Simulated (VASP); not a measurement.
Write the native input for VASP 6.6.1 that does the following.

| Property | Result |
| --- | --- |
| Task | single point |
| Functional | PBEsol |
| Potentials or basis | VASP PAW PBE potentials, release 64 (La) |
| Cutoff | 520 eV |
| k mesh | 12 × 12 × 4 |
| Occupations | gaussian, width 0.15 eV |
| Spin | no spin polarisation |
| Dipole correction | no |
| Further INCAR settings | ALGO = Fast; EDIFF = 1e-06; NBANDS = 30 |

The structure of La lies in POSCAR:

```
La
1.0
    3.6979000000      0.0000000000      0.0000000000
   -1.8489500000      3.2024753407      0.0000000000
    0.0000000000      0.0000000000     12.5540000000
La
4
Direct
    0.0000000000      0.0000000000      0.0000000000
    0.0000000000      0.0000000000      0.5000000000
    0.3333333333      0.6666666667      0.2500000000
    0.6666666667      0.3333333333      0.7500000000
```

One way to write it, as run:

INCAR

```
SYSTEM = La
ALGO = Fast ; EDIFF = 1E-6
ENCUT = 520 ; GGA = PS
ISIF = 2 ; ISMEAR = 0
LASPH = .TRUE. ; LCHARG = .FALSE.
LREAL = .FALSE. ; LWAVE = .FALSE.
NBANDS = 30 ; NELM = 100
PREC = Accurate ; SIGMA = 0.15
```

KPOINTS

```
k-points
0
G
  12 12 4
  0 0 0
```

Potentials or basis: VASP PAW PBE potentials, release 64 (La).

Run with:

```bash
$ cat potpaw_PBE.64/La/POTCAR > POTCAR
$ mpirun -np 1 vasp_std > vasp.out
```

It gave:

```
Pressure               : -2.0 GPa
Band gap on the k mesh : zero (bands 22 and 23 overlap by 1.09 eV)
```

Caveat: the PAW data sets were made with another functional, which shifts forces and pressure a little; spin-orbit coupling is left out, which moves the levels of the heavy elements.

Run time: 38 min on 1 thread of Intel Xeon 8259CL (shared host), peak memory 0.4 GiB.
